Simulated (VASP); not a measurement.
# AgBiF2 in VASP: single point with r2SCAN

Aim: the single point of AgBiF2 with r2SCAN.

All numbers are computed with VASP 6.6.1; they aren't measurements. Logs are shortened: lines on timing, memory, paths and dates and some standing lists are left out, and cuts for length are marked.

## (1) The cell of the first run

The cell holds an amorphous packing of atoms, 8 atoms: a = 4.999 Å, b = 5.331 Å, c = 5.928 Å, α = 87.36°, β = 98.93°, γ = 80.08°.

## (2) Single point, r2SCAN

The input, POSCAR:

```
AgBiF2
1.0
    4.8797350000      0.6609310000     -0.8599960000
    0.1661340000      5.3199890000     -0.3063950000
    0.0131400000      0.6123030000      5.8963320000
Ag Bi F
2 2 4
Direct
    0.0294010000      0.3298290000      0.3504720000
    0.5204290000      0.5978270000      0.5661490000
    0.6466300000      0.9081280000      0.1456050000
    0.0441240000      0.9720320000      0.7898700000
    0.1204530000      0.3937570000      0.9499500000
    0.5147230000      0.3691260000      0.2092810000
    0.4000430000      0.5853970000      0.9493100000
    0.1711000000      0.8665880000      0.2441910000
```

The input, INCAR.step1:

```
SYSTEM = AgBiF2
PREC = Accurate
ENCUT = 520
ISMEAR = -1
SIGMA = 0.1
LREAL = .False.
LASPH = .True.
NELM = 60
NBANDS = 50
GGA = PE
ALGO = Normal
EDIFF = 1E-4
LWAVE = .True.
LCHARG = .False.
```

The input, INCAR.step2:

```
SYSTEM = AgBiF2
PREC = Accurate
ENCUT = 520
EDIFF = 1E-7
ISMEAR = -1
SIGMA = 0.1
LREAL = .False.
LASPH = .True.
NELM = 60
ALGO = Normal
ISIF = 2
LWAVE = .False.
LCHARG = .False.
METAGGA = R2SCAN
LMIXTAU = .True.
NBANDS = 50
ISTART = 1
```

The input, KPOINTS:

```
Automatic mesh
0
Gamma
  4 4 3
  0.5 0.5 0.5
```

Potentials or basis: VASP PAW PBE potentials, release 64 (Ag, Bi_d, F).

Started as:

```bash
$ cat potpaw_PBE.64/Ag/POTCAR potpaw_PBE.64/Bi_d/POTCAR potpaw_PBE.64/F/POTCAR > POTCAR
$ cp INCAR.step1 INCAR
$ mpirun -np 1 vasp_std > vasp.out
$ cp INCAR.step2 INCAR
$ mpirun -np 1 vasp_std > vasp.out
```

OUTCAR:

```text
SYSTEM = AgBiF2
   PREC = Accurate
   ENCUT = 520
   EDIFF = 1E-7
   ISMEAR = -1
   LREAL = .False.
   LASPH = .True.
   NELM = 60
   ISIF = 2
   METAGGA = R2SCAN
   ISTART = 1

 ion  position               nearest neighbor table
   1  0.029  0.330  0.350-   5 2.51   6 2.55   8 2.58   6 2.72   4 3.14   2 3.17   2 3.18   3 3.35
                             3 3.40
   2  0.520  0.598  0.566-   7 2.44   6 2.49   8 2.57   3 3.13   1 3.17   1 3.18   4 3.32   4 3.68

   3  0.647  0.908  0.146-   6 2.49   7 2.51   8 2.56   8 2.58   2 3.13   4 3.16   1 3.35   4 3.35
                             1 3.40
   4  0.044  0.972  0.790-   7 2.52   5 2.55   8 2.68   1 3.14   3 3.16   2 3.32   3 3.35   2 3.68

   5  0.120  0.394  0.950-   7 1.87   1 2.51   4 2.55
   6  0.515  0.369  0.209-   7 1.84   2 2.49   3 2.49   1 2.55   1 2.72
   7  0.400  0.585  0.949-   6 1.84   5 1.87   2 2.44   3 2.51   4 2.52
   8  0.171  0.867  0.244-   3 2.56   2 2.57   3 2.58   1 2.58   4 2.68

  LATTYP: Found a triclinic cell.
 ALAT       =     8.3267088108
 B/A-ratio  =     0.6003360551
 C/A-ratio  =     0.9791399365
 COS(alpha) =     0.0002865422
 COS(beta)  =     0.5392211353
 COS(gamma) =     0.7108982322

  Lattice vectors:

 A1 = (   4.8665950000,   0.0486280000,  -6.7563280000)
 A2 = (   4.8797350000,   0.6609310000,  -0.8599960000)
 A3 = (  -0.1792740000,  -5.9322920000,  -5.5899370000)

Analysis of symmetry for initial positions (statically):
=====================================================================
 Subroutine PRICEL returns:
 Original cell was already a primitive cell.

 Routine SETGRP: Setting up the symmetry group for a
 triclinic supercell.

 Subroutine GETGRP returns: Found  1 space group operations
 (whereof  1 operations were pure point group operations)
 out of a pool of  2 trial point group operations.

The static configuration has the point symmetry C_1 .

Analysis of symmetry for dynamics (positions and initial velocities):
=====================================================================
 Subroutine PRICEL returns:
 Original cell was already a primitive cell.

 Routine SETGRP: Setting up the symmetry group for a
 triclinic supercell.

 Subroutine GETGRP returns: Found  1 space group operations
 (whereof  1 operations were pure point group operations)
 out of a pool of  2 trial point group operations.

The dynamic configuration has the point symmetry C_1 .

[... 111 lines left out ...]
   EDIFFG = 0.1E-05   stopping-criterion for IOM
   NSW    =      0    number of steps for IOM
   IBRION =     -1    ionic relax: 0-MD 1-quasi-New 2-CG
   NFREE  =      0    steps in history (QN), initial steepest desc. (CG)
   ISIF   =      2    stress and relaxation
   ISYM   =      2    0-nonsym 1-usesym 2-fastsym
   POTIM  = 0.5000    time-step for ionic-motion
   TEBEG  =    0.0;   TEEND  =   0.0 temperature during run
   PSTRESS=    0.0 pullay stress
   NELECT =      80.0000    total number of electrons
   NUPDOWN=      -1.0000    fix difference up-down
   EMIN   =  10.00;   EMAX   =-10.00  energy-range for DOS
   EFERMI =   0.00;   METHOD = LEGACY
   ISMEAR =    -1;   SIGMA  =   0.10  broadening in eV -4-tet -1-fermi 0-gaus
   EFERMI_NEDOS =   21; number of points for ismear=-14 and -15
   IALGO  =     38    algorithm
   IMIX   =      4    mixing-type and parameters
     AMIX     =   0.40;   BMIX     =  1.00
     AMIX_MAG =   1.60;   BMIX_MAG =  1.00
  volume/ion in A,a.u.               =      19.16       129.32
  Fermi-wavevector in a.u.,A,eV,Ry     =   1.318005  2.490668 23.635173  1.737136
  Thomas-Fermi vector in A             =   2.448005
   LORBIT       =      0    0 simple, 1 ext, 2 COOP (PROOUT), +10 PAW based schemes
   METAGGA = R2SCAN    functional components
   LHFCALC =     F    Hartree Fock is set to
   AEXX    =    0.0000 exact exchange contribution
   IVDW    =     0    specifies the selected vdW correction
   LEPSILON=     F    determine dielectric tensor
   LRPA    =     F    only Hartree local field effects (RPA)
 non-spin polarized calculation
  energy-cutoff  :      520.00
  volume of cell :      153.31
 maximum number of plane-waves:      4139
 NGX is ok and might be reduce to    40
   NGX = 19   NGY = 19   NGZ = 21

 number of electron      80.0000000 magnetization

 Free energy of the ion-electron system (eV)
  ---------------------------------------------------
  ext. energy  EPLUGINS =         0.00000000
  ---------------------------------------------------
  free energy    TOTEN  =      -177.56886560 eV

  energy without entropy =     -177.47844115  energy(sigma->0) =     -177.52365338

 E-fermi :   4.4644     XC(G=0): -10.4464

 val. band max:        4.4300366515   @ k =   0.3750  -0.1250   0.1667
 cond. band min:       4.5059307917   @ k =   0.1250  -0.1250   0.1667
 fundamental gap:      0.0758941403
 Fermi energy:         4.4644433803

 k-point     1 :       0.1250    0.1250    0.1667
  band No.  band energies     occupation
      1     -20.7892      2.00000
      2     -20.4962      2.00000
      3     -19.9180      2.00000
      4     -19.8068      2.00000
      5     -19.7695      2.00000
      6     -19.7225      2.00000
[... 1261 lines left out ...]
     49      11.9894      0.00000
     50      12.8355      0.00000

------------------------ aborting loop because EDIFF is reached ----------------------------------------

  FORCE on cell =-STRESS in cart. coord.  units (eV):
  Direction    XX          YY          ZZ          XY          YZ          ZX
  --------------------------------------------------------------------------------------
  -------------------------------------------------------------------------------------
  Total        1.3454157     -4.0251817      1.4165361      2.4423175     -4.3599837      2.2008921
  in kB       14.0605860    -42.0661156     14.8038461     25.5240176    -45.5650429     23.0009446
  external PRESSURE =      -4.4005612 kB  Pullay stress =       0.0000000 kB

 VOLUME and BASIS-vectors are now :
 -----------------------------------------------------------------------------
  energy-cutoff  :      520.00
  volume of cell :      153.31
      direct lattice vectors                 reciprocal lattice vectors
     4.879735000  0.660931000 -0.859996000     0.205834736 -0.006415907  0.000207555
     0.166134000  5.319989000 -0.306395000    -0.028854714  0.187752201 -0.019432774
     0.013140000  0.612303000  5.896332000     0.028522157  0.008820514  0.168617437

 POSITION                                       TOTAL-FORCE (eV/Angst)
 -----------------------------------------------------------------------------------
      0.20287      1.98871      1.94016         0.081103      0.186163     -0.037408
      2.64631      3.87106      2.70746         0.231921     -0.147246      0.049698
      3.30817      5.34776      0.02419        -0.493155      0.000772      0.044958
      0.38718      5.68400      4.32156         0.320353      0.873805     -0.101824
      0.66568      2.75605      5.37699        -4.248485     -3.741087      0.256680
      2.57579      2.43209      0.67823         2.278634     -3.144857      4.399822
      2.06183      3.95997      5.07405         1.931776      5.656623     -4.991386
      0.98210      4.87284      1.02717        -0.102147      0.315827      0.379459
 -----------------------------------------------------------------------------------
    total drift:                               -0.000671     -0.000728      0.001940

  FREE ENERGIE OF THE ION-ELECTRON SYSTEM (eV)
  ---------------------------------------------------
  free  energy   TOTEN  =      -177.5688656012 eV

  energy  without entropy=     -177.4784411517  energy(sigma->0) =     -177.52365338
```

Run time: 8.8 min. Hardware: 1 thread of Intel Xeon Platinum 8375C at 2.90GHz (Ice Lake), shared host; peak memory 0.38 GiB.

Results:

- Free energy: -177.5689 eV
- Pressure: -0.4 GPa
- Largest force: 7.787 eV/Å
- Band gap on the k mesh: zero (band 40 reaches 4.53 eV, above the bottom of band 41 at 4.34 eV)

Forces in eV/Å, atoms in the order of the input:
```
Ag   0.081  0.186 -0.037
Ag   0.232 -0.147  0.050
Bi  -0.493  0.001  0.045
Bi   0.320  0.874 -0.102
F   -4.248 -3.741  0.257
F    2.279 -3.145  4.400
F    1.932  5.657 -4.991
F   -0.102  0.316  0.379
```

Stress tensor (GPa, compression positive):
```
 1.41  2.55  2.30
 2.55 -4.21 -4.56
 2.30 -4.56  1.48
```

Levels at points of the mesh, in eV from the Fermi level:
```
           k point  band 38  band 39  band 40  band 41  band 42  band 43
(0.12, 0.12, 0.17)    -1.83    -1.19     0.07     0.84     1.28     2.01
```

Caveat: the PAW data sets were made with another functional, which shifts forces and pressure a little; spin-orbit coupling is left out, which moves the levels of the heavy elements.
